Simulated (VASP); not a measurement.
Wanted: the native input for a VASP 6.6.1 run.

```yaml
Task: single point
Functional: PBE
Potentials_or_basis: VASP PAW PBE potentials, release 64 (Sb)
Cutoff: 520 eV
k_mesh: 15 × 15 × 15
Occupations: fermi-dirac, width 0.08 eV
Spin: no spin polarisation
Dipole_correction: no
Further_INCAR_settings: ALGO = Normal; EDIFF = 1e-06; NBANDS = 8
```

The structure of Sb lies in POSCAR:

```
Sb
1.0
   -1.7603848460      1.7603848460      1.7603848460
    1.7603848460     -1.7603848460      1.7603848460
    1.7603848460      1.7603848460     -1.7603848460
Sb
1
Direct
    0.0000000000      0.0000000000      0.0000000000
```

The input as run:

INCAR

```
  PREC = Accurate
  ENCUT = 520
  EDIFF = 1E-6
  ISMEAR = -1
  SIGMA = 0.08
  LREAL = False
  LASPH = True
  NELM = 100
  ALGO = Normal
  ISIF = 2
  LWAVE = False
  LCHARG = False
  GGA = PE
  NBANDS = 8
```

KPOINTS

```
Automatic mesh
0
Gamma
  15 15 15
```

Potentials or basis: VASP PAW PBE potentials, release 64 (Sb).

Launch:

```bash
$ cat potpaw_PBE.64/Sb/POTCAR > POTCAR
$ mpirun -np 1 vasp_std > vasp.out
```

Results of the run:

```yaml
Pressure: 22.0 GPa
```

Wall time 5.8 s on 1 thread of Intel(R) Xeon(R) 6975P-C (Granite Rapids) (shared host), peak memory 0.14 GiB.
